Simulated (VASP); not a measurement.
Nb:

```
Nb
1.0
     4.66588    0.00000    0.00000
    -2.33294    4.04077    0.00000
     0.00000    0.00000    2.86018
Nb
3
Direct
  0.00000 0.00000 0.00000
  0.33333 0.66667 0.50000
  0.66667 0.33333 0.50000
```

This isn't the form of Nb at room conditions, which is bcc.

```yaml
Program: VASP 6.6.1
Task: relaxation of cell and atoms
Functional: PBE
Potentials_or_basis: VASP PAW PBE potentials, release 64 (Nb_sv)
Cutoff: 600 eV
k_mesh: 8 × 8 × 11
Occupations: fermi-dirac, width 0.05 eV
Spin: collinear spin
Starting_moments: "[1.0, 1.0, 1.0] μB"
```

At the start: pressure 4.8 GPa; volume 17.98 Å³/atom.

Problem. Where does the relaxation end?

Solution. Over 8 steps the energy falls by 109.9 meV/atom and the volume is 18.44 Å³/atom (+2.6 %); space group P6/mmm (No. 191, to 0.1 Å) before and after; moment 0.00 μB per cell.

The path:
```
step  energy change (eV)  largest force (eV/Å)  pressure (GPa)  volume (Å³)
   1              0.0000                0.0000            4.82        53.93
   2             -0.2630                0.0000           -6.64        57.95
   3             -0.3005                0.0000           -4.58        56.94
   4             -0.2633                0.0000            6.08        53.61
   5             -0.3283                0.0000           -0.77        55.60
   6             -0.3283                0.0000           -0.65        55.56
   7             -0.3293                0.0000            0.28        55.20
   8             -0.3296                0.0000           -0.01        55.32
```

Final structure:
```
CELL_PARAMETERS angstrom
4.87632 0.00000 0.00000
-2.43816 4.22302 0.00000
0.00000 0.00000 2.68622
ATOMIC_POSITIONS crystal
Nb 0.00000 0.00000 0.00000
Nb 0.33333 0.66667 0.50000
Nb 0.66667 0.33333 0.50000
```
